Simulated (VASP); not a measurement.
# ScGaSe (P-6m2) in VASP: further runs

Runs on ScGaSe. Level: PBE. Tasks: relaxation of cell and atoms.

All numbers are computed with VASP 6.6.1; they aren't measurements. Logs are shortened: lines on timing, memory, paths and dates and some standing lists are left out, and cuts for length are marked.

### 1 The cell of the first run

Symmetry: P-6m2, No. 187, hexagonal system. The conventional cell has a = 4.277 Å, b = 4.277 Å, c = 4.590 Å, α = 90.00°, β = 90.00°, γ = 120.00°. Sc (site symmetry -6m2) has 6 Se at 3.37 Å and 6 Ga at 3.37 Å and 6 Sc at 4.28 Å within 4.4 Å. Ga (site symmetry -6m2) has 3 Se at 2.47 Å and 6 Sc at 3.37 Å within 3.4 Å. Within 3.4 Å of Se (site symmetry -6m2) lie 3 Ga at 2.47 Å and 6 Sc at 3.37 Å.

The cell was built from a structure type or drawn by symmetry, and may not be a known phase.

### 2 Relaxation of cell and atoms, PBE

Contents of INCAR:

```
PREC = Accurate
ENCUT = 600
EDIFF = 1E-6
ISMEAR = 0
SIGMA = 0.1
LREAL = False
LASPH = True
NELM = 80
ALGO = Normal
ISIF = 3
LWAVE = False
LCHARG = False
GGA = PE
IBRION = 2
NSW = 100
EDIFFG = -0.01
```

Contents of KPOINTS:

```
regular mesh
0
Gamma
  12 12 10
```

Contents of POSCAR:

```
ScGaSe
1.0
    4.2768116700      0.0000000000      0.0000000000
   -2.1384058300      3.7038275500      0.0000000000
    0.0000000000      0.0000000000      4.5897348500
Sc Ga Se
1 1 1
Direct
    0.6666666700      0.3333333300      0.0000000000
    0.0000000000      0.0000000000      0.5000000000
    0.3333333300      0.6666666700      0.5000000000
```

Potentials or basis: VASP PAW PBE potentials, release 64 (Sc_sv, Ga_d, Se).

Started as:

```console
> cat potpaw_PBE.64/Sc_sv/POTCAR potpaw_PBE.64/Ga_d/POTCAR potpaw_PBE.64/Se/POTCAR > POTCAR
> mpirun -np 1 vasp_std > vasp.out
```

OUTCAR:

```text
PREC = Accurate
   ENCUT = 600
   EDIFF = 1E-6
   ISMEAR = 0
   LREAL = False
   LASPH = True
   NELM = 80
   ISIF = 3
   GGA = PE
   IBRION = 2
   NSW = 100
   EDIFFG = -0.01

 ion  position               nearest neighbor table
   1  0.667  0.333  0.000-
   2  0.000  0.000  0.500-   3 2.47   3 2.47   3 2.47
   3  0.333  0.667  0.500-   2 2.47   2 2.47   2 2.47

  LATTYP: Found a hexagonal cell.
 ALAT       =     4.2768116700
 C/A-ratio  =     1.0731673976

  Lattice vectors:

 A1 = (   4.2768116700,   0.0000000000,   0.0000000000)
 A2 = (  -2.1384058300,   3.7038275500,   0.0000000000)
 A3 = (   0.0000000000,   0.0000000000,   4.5897348500)

Analysis of symmetry for initial positions (statically):
=====================================================================
 Subroutine PRICEL returns:
 Original cell was already a primitive cell.

 Routine SETGRP: Setting up the symmetry group for a
 hexagonal supercell.

 Subroutine GETGRP returns: Found 12 space group operations
 (whereof 12 operations were pure point group operations)
 out of a pool of 24 trial point group operations.

The static configuration has the point symmetry D_3h.

Analysis of symmetry for dynamics (positions and initial velocities):
=====================================================================
 Subroutine PRICEL returns:
 Original cell was already a primitive cell.

 Routine SETGRP: Setting up the symmetry group for a
 hexagonal supercell.

 Subroutine GETGRP returns: Found 12 space group operations
 (whereof 12 operations were pure point group operations)
 out of a pool of 24 trial point group operations.

The dynamic configuration has the point symmetry D_3h.

 Subroutine INISYM returns: Found 12 space group operations
 (whereof 12 operations are pure point group operations),
 and found     1 'primitive' translations

----------------------------------------------------------------------------------------

                                     Primitive cell

  volume of cell :      72.7040

  direct lattice vectors                    reciprocal lattice vectors
     4.276811670  0.000000000  0.000000000     0.233819040  0.134995486  0.000000000
    -2.138405830  3.703827550  0.000000000     0.000000000  0.269990972  0.000000000
     0.000000000  0.000000000  4.589734850     0.000000000  0.000000000  0.217877510

  length of vectors
     4.276811670  4.276811665  4.589734850     0.269990972  0.269990972  0.217877510

  position of ions in fractional coordinates (direct lattice)
     0.666666670  0.333333330  0.000000000
     0.000000000  0.000000000  0.500000000
     0.333333330  0.666666670  0.500000000

  ion indices of the primitive-cell ions
   primitive index   ion index
                 1           1
                 2           2
                 3           3

----------------------------------------------------------------------------------------

 KPOINTS: regular mesh

Automatic generation of k-mesh.
 Grid dimensions read from file:
 generate k-points for:   12   12   10

 Generating k-lattice:

  Cartesian coordinates                     Fractional coordinates (reciprocal lattice)
     0.019484920  0.011249624  0.000000000     0.083333333  0.000000000  0.000000000
     0.000000000  0.022499248  0.000000000     0.000000000  0.083333333  0.000000000
     0.000000000  0.000000000  0.021787751     0.000000000  0.000000000  0.100000000

  Length of vectors
     0.022499248  0.022499248  0.021787751

  Shift w.r.t. Gamma in fractional coordinates (k-lattice)
     0.000000000  0.000000000  0.000000000

 Subroutine IBZKPT returns following result:
 ===========================================

 Found    114 irreducible k-points:

 Following reciprocal coordinates:
            Coordinates               Weight
  0.000000  0.000000  0.000000      1.000000
  0.083333  0.000000  0.000000      6.000000
  0.166667  0.000000  0.000000      6.000000
  0.250000  0.000000  0.000000      6.000000
  0.333333  0.000000  0.000000      6.000000
  0.416667  0.000000  0.000000      6.000000
[... 16 lines left out ...]
  0.250000  0.000000  0.100000     12.000000
  0.333333  0.000000  0.100000     12.000000
 [... further k-points ...]
   k-points           NKPTS =    114   k-points in BZ     NKDIM =    114   number of bands    NBANDS=     19
   number of dos      NEDOS =    301   number of ions     NIONS =      3
   total plane-waves  NPLWV =  51840
   dimension x,y,z NGX =    36 NGY =   36 NGZ =   40
   dimension x,y,z NGXF=    72 NGYF=   72 NGZF=   80
   ions per type =               1   1   1
   NGX,Y,Z   is equivalent  to a cutoff of  13.99, 13.99, 14.49 a.u.
   NGXF,Y,Z  is equivalent  to a cutoff of  27.99, 27.99, 28.98 a.u.
 SYSTEM =  unknown system
   PREC   = accura    normal or accurate (medium, high low for compatibility)
   ISTART =      0    job   : 0-new  1-cont  2-samecut
   ICHARG =      2    charge: 1-file 2-atom 10-const
   ISPIN  =      1    spin polarized calculation?
   LNONCOLLINEAR =      F non collinear calculations
   LSORBIT =      F    spin-orbit coupling
   LASPH  =      T    aspherical Exc in radial PAW
   ENCUT  =  600.0 eV  44.10 Ry    6.64 a.u.   8.54  8.54  9.17*2*pi/ulx,y,z
   NELM   =     80;   NELMIN=  2; NELMDL= -5     # of ELM steps
   EDIFF  = 0.1E-05   stopping-criterion for ELM
   LREAL  =      F    real-space projection
   EDIFFG = -.1E-01   stopping-criterion for IOM
   NSW    =    100    number of steps for IOM
   IBRION =      2    ionic relax: 0-MD 1-quasi-New 2-CG
   NFREE  =      1    steps in history (QN), initial steepest desc. (CG)
   ISIF   =      3    stress and relaxation
   ISYM   =      2    0-nonsym 1-usesym 2-fastsym
   POTIM  = 0.5000    time-step for ionic-motion
   TEBEG  =    0.0;   TEEND  =   0.0 temperature during run
   PSTRESS=    0.0 pullay stress
   NELECT =      30.0000    total number of electrons
   NUPDOWN=      -1.0000    fix difference up-down
   EMIN   =  10.00;   EMAX   =-10.00  energy-range for DOS
   EFERMI =   0.00;   METHOD = LEGACY
   ISMEAR =     0;   SIGMA  =   0.10  broadening in eV -4-tet -1-fermi 0-gaus
   EFERMI_NEDOS =   21; number of points for ismear=-14 and -15
   IALGO  =     38    algorithm
   IMIX   =      4    mixing-type and parameters
     AMIX     =   0.40;   BMIX     =  1.00
     AMIX_MAG =   1.60;   BMIX_MAG =  1.00
  volume/ion in A,a.u.               =      24.23       163.54
  Fermi-wavevector in a.u.,A,eV,Ry     =   1.218791  2.303180 20.210781  1.485450
  Thomas-Fermi vector in A             =   2.354065
   LORBIT       =      0    0 simple, 1 ext, 2 COOP (PROOUT), +10 PAW based schemes
   GGA     = PE    functional components
   LHFCALC =     F    Hartree Fock is set to
   AEXX    =    0.0000 exact exchange contribution
   IVDW    =     0    specifies the selected vdW correction
   LEPSILON=     F    determine dielectric tensor
   LRPA    =     F    only Hartree local field effects (RPA)
 conjugate gradient relaxation of ions
 non-spin polarized calculation
 Gauss-broadening in eV      SIGMA  =   0.10
  energy-cutoff  :      600.00
  volume of cell :       72.70
 maximum number of plane-waves:      2473
 NGX is ok and might be reduce to    36
   NGX = 17   NGY = 17   NGZ = 19

--------------------------------------- Ionic step        1  -------------------------------------------

 number of electron      30.0000002 magnetization

 Free energy of the ion-electron system (eV)
  ---------------------------------------------------
  ext. energy  EPLUGINS =         0.00000000
  ---------------------------------------------------
  free energy    TOTEN  =       -12.82777616 eV

  energy without entropy =      -12.81671252  energy(sigma->0) =      -12.82224434

------------------------ aborting loop because EDIFF is reached ----------------------------------------

  FORCE on cell =-STRESS in cart. coord.  units (eV):
  Direction    XX          YY          ZZ          XY          YZ          ZX
  --------------------------------------------------------------------------------------
  -------------------------------------------------------------------------------------
  Total        1.8368787      1.8368787     -5.4014759      0.0000000      0.0000000      0.0000000
  in kB       40.4792604     40.4792603   -119.0322236      0.0000001      0.0000000      0.0000000
  external PRESSURE =     -12.6912343 kB  Pullay stress =       0.0000000 kB
[... 24 lines left out ...]
--------------------------------------- Ionic step        2  -------------------------------------------

 number of electron      29.9999997 magnetization

 E-fermi :   4.9066     XC(G=0):  -9.8476

 val. band max:        4.9060782481   @ k =   0.0833   0.0000   0.2000
 cond. band min:       4.9069455035   @ k =   0.2500   0.2500   0.2000
 fundamental gap:      0.0008672554
 Fermi energy:         4.9065521402

 k-point     1 :       0.0000    0.0000    0.0000
  band No.  band energies     occupation
      1     -45.9427      2.00000
      2     -24.5567      2.00000
      3     -24.5567      2.00000
      4     -24.5238      2.00000
      5     -10.5228      2.00000
      6     -10.2804      2.00000
[... 505 lines left out ...]
      6     -10.2590      2.00000
[... 11 lines left out ...]
     18       5.9466      0.00000
     19       5.9815      0.00000

 [... further k-points ...]
[... 5 lines left out ...]
  --------------------------------------------------------------------------------------
  -------------------------------------------------------------------------------------
  Total        0.6799744      0.6799744     -4.8750701      0.0000000     -0.0000000     -0.0000000
  in kB       15.4818281     15.4818280   -110.9968228      0.0000000     -0.0000000     -0.0000000
  external PRESSURE =     -26.6777222 kB  Pullay stress =       0.0000000 kB
[... 55 lines left out ...]
  FREE ENERGIE OF THE ION-ELECTRON SYSTEM (eV)
  ---------------------------------------------------
  free  energy   TOTEN  =       -13.7264705614 eV

  energy  without entropy=      -13.7091469411  energy(sigma->0) =      -13.71780875

[... ionic steps 4 to 7 ...]

--------------------------------------- Ionic step        8  -------------------------------------------

 number of electron      29.9999990 magnetization

------------------------ aborting loop because EDIFF is reached ----------------------------------------
[... 69 lines left out ...]
--------------------------------------- Ionic step       10  -------------------------------------------

 number of electron      29.9999990 magnetization

 Free energy of the ion-electron system (eV)
  ---------------------------------------------------
  ext. energy  EPLUGINS =         0.00000000
  ---------------------------------------------------
  free energy    TOTEN  =       -14.05932264 eV

  energy without entropy =      -14.04797415  energy(sigma->0) =      -14.05364840

 E-fermi :   5.7697     XC(G=0): -10.5214

 val. band max:        5.7656116273   @ k =   0.1667   0.0833   0.4000
 cond. band min:       5.7789543113   @ k =   0.3333   0.0000   0.2000
 fundamental gap:      0.0133426840
 Fermi energy:         5.7696819558

 k-point     1 :       0.0000    0.0000    0.0000
  band No.  band energies     occupation
      1     -44.6518      2.00000
      2     -23.3074      2.00000
      3     -23.3074      2.00000
      4     -23.1389      2.00000
      5      -9.4824      2.00000
      6      -9.2911      2.00000
[... 505 lines left out ...]
      6      -9.2768      2.00000
[... 11 lines left out ...]
     18       7.4016      0.00000
     19       7.4973      0.00000

 [... further k-points ...]
[... 5 lines left out ...]
  --------------------------------------------------------------------------------------
  -------------------------------------------------------------------------------------
  Total       -0.0217465     -0.0217465     -0.0116500     -0.0000000      0.0000000      0.0000000
  in kB       -0.5665102     -0.5665102     -0.3034894     -0.0000000      0.0000000      0.0000000
  external PRESSURE =      -0.4788366 kB  Pullay stress =       0.0000000 kB
[... 18 lines left out ...]
  FREE ENERGIE OF THE ION-ELECTRON SYSTEM (eV)
  ---------------------------------------------------
  free  energy   TOTEN  =       -14.0593226359 eV

  energy  without entropy=      -14.0479741547  energy(sigma->0) =      -14.05364840

 reached required accuracy - stopping structural energy minimisation
```

Run time: 14 min. Hardware: 1 thread of AMD EPYC 9R45 (Zen 5), shared host; peak memory 0.37 GiB.

Results:

```
Free energy                           : -14.0593 eV
Relaxed volume                        : 20.50 Å³/atom
Relaxed cell                          : a = 4.578 Å, b = 4.578 Å, c = 3.388 Å, α = 90.00°, β = 90.00°, γ = 120.00°
Space group after relaxing (to 0.1 Å) : P-6m2 (No. 187)
Energy gained by relaxing             : 410.5 meV/atom
Ionic steps                           : 10
Pressure after relaxing               : 0.0 GPa
Band gap on the k mesh                : zero (bands 15 and 16 overlap by 1.29 eV)
```

The path:
| step | energy change (eV) | largest force (eV/Å) | pressure (GPa) | volume (Å³) |
| --- | --- | --- | --- | --- |
| 1 | 0.0000 | 0.0000 | -1.27 | 72.70 |
| 2 | -0.5464 | 0.0000 | -2.67 | 70.37 |
| 3 | -0.8987 | 0.0000 | 1.27 | 59.32 |
| 4 | -1.2038 | 0.0000 | -2.69 | 64.50 |
| 5 | -1.2107 | 0.0000 | -2.41 | 63.89 |
| 6 | -1.2096 | 0.0000 | -2.53 | 64.12 |
| 7 | -1.2215 | 0.0000 | 1.89 | 59.73 |
| 8 | -1.2314 | 0.0000 | -0.01 | 61.44 |
| 9 | -1.2313 | 0.0000 | -0.10 | 61.49 |
| 10 | -1.2315 | 0.0000 | -0.05 | 61.50 |

Final structure:
```
Sc Ga Se
1.0
     4.57836    0.00000    0.00000
    -2.28918    3.96497    0.00000
     0.00000    0.00000    3.38799
Sc Ga Se
1 1 1
Cartesian
  2.2892 1.3217 3.3880
  2.2892 3.9650 1.6940
  0.0000 2.6433 1.6940
```

Caveat: the volume moved by over 15 % at a fixed basis, so the end points are rough.

### 3 Relaxation of cell and atoms, PBE

This run uses another cell than the first one, of 20.44 Å³/atom.

Contents of INCAR:

```
SYSTEM = ScGaSe
  PREC = Accurate
  ENCUT = 600
  EDIFF = 1E-6
  ISMEAR = 0
  SIGMA = 0.1
  LREAL = .FALSE.
  LASPH = .TRUE.
  NELM = 60
  ALGO = Normal
  ISIF = 3
  LWAVE = .FALSE.
  LCHARG = .FALSE.
  GGA = PE
  IBRION = 2
  NSW = 100
  EDIFFG = -0.01
```

Contents of KPOINTS:

```
regular mesh
0
G
  12 12 14
  0 0 0
```

Contents of POSCAR:

```
ScGaSe
1.0
    4.5732647930     -0.0000000031      0.0000000000
   -2.2866323938      3.9605634905      0.0000000000
    0.0000000000      0.0000000000      3.3854216959
Sc Ga Se
1 1 1
Direct
    0.6666666667      0.3333333333      0.0000000000
    0.0000000000      0.0000000000      0.5000000000
    0.3333333333      0.6666666667      0.5000000000
```

Potentials or basis: VASP PAW PBE potentials, release 64 (Sc_sv, Ga_d, Se).

Started as:

```console
> cat potpaw_PBE.64/Sc_sv/POTCAR potpaw_PBE.64/Ga_d/POTCAR potpaw_PBE.64/Se/POTCAR > POTCAR
> mpirun -np 1 vasp_std > vasp.out
```

Run time: 5.4 min. Hardware: 1 thread of AMD EPYC 9R45 (Zen 5), shared host; peak memory 0.38 GiB.

It converged, with:

```
Free energy                           : -14.0595 eV
Relaxed volume                        : 20.49 Å³/atom
Relaxed cell                          : a = 4.570 Å, b = 4.570 Å, c = 3.400 Å, α = 90.00°, β = 90.00°, γ = 120.00°
Space group after relaxing (to 0.1 Å) : P-6m2 (No. 187)
Energy gained by relaxing             : 0.1 meV/atom
Ionic steps                           : 6
Pressure after relaxing               : 0.0 GPa
Band gap on the k mesh                : zero (bands 15 and 16 overlap by 1.33 eV)
```

The path:
| step | energy change (eV) | largest force (eV/Å) | pressure (GPa) | volume (Å³) |
| --- | --- | --- | --- | --- |
| 1 | 0.0000 | 0.0000 | 0.16 | 61.32 |
| 2 | -0.0003 | 0.0000 | -0.02 | 61.50 |
| 3 | -0.0003 | 0.0000 | -0.10 | 61.56 |
| 4 | -0.0003 | 0.0000 | -0.05 | 61.55 |
| 5 | -0.0003 | 0.0000 | -0.09 | 61.55 |
| 6 | -0.0003 | 0.0000 | 0.02 | 61.48 |

Final structure:
```
Sc Ga Se
1.0
     4.56978    0.00000    0.00000
    -2.28489    3.95754    0.00000
     0.00000    0.00000    3.39972
Sc Ga Se
1 1 1
Direct
  0.66667 0.33333 0.00000
  0.00000 0.00000 0.50000
  0.33333 0.66667 0.50000
```

Levels at points of the mesh, in eV from the Fermi level:
```
           k point  band 11  band 12  band 13  band 14  band 15  band 16  band 17  band 18  band 19
(0.00, 0.00, 0.00)    -5.42    -4.66    -4.66    -1.46    -0.67     0.12     0.12     1.64     1.64
(0.50, 0.00, 0.00)    -8.47    -5.14    -3.34    -1.47     0.36     0.62     1.54     1.55     1.95
(0.00, 0.00, 0.50)    -6.33    -3.66    -3.66    -3.45    -0.80    -0.80     0.21     0.36     0.36
(0.50, 0.00, 0.50)    -7.04    -5.25    -4.79    -2.56    -1.42     1.32     1.35     1.78     1.81
```
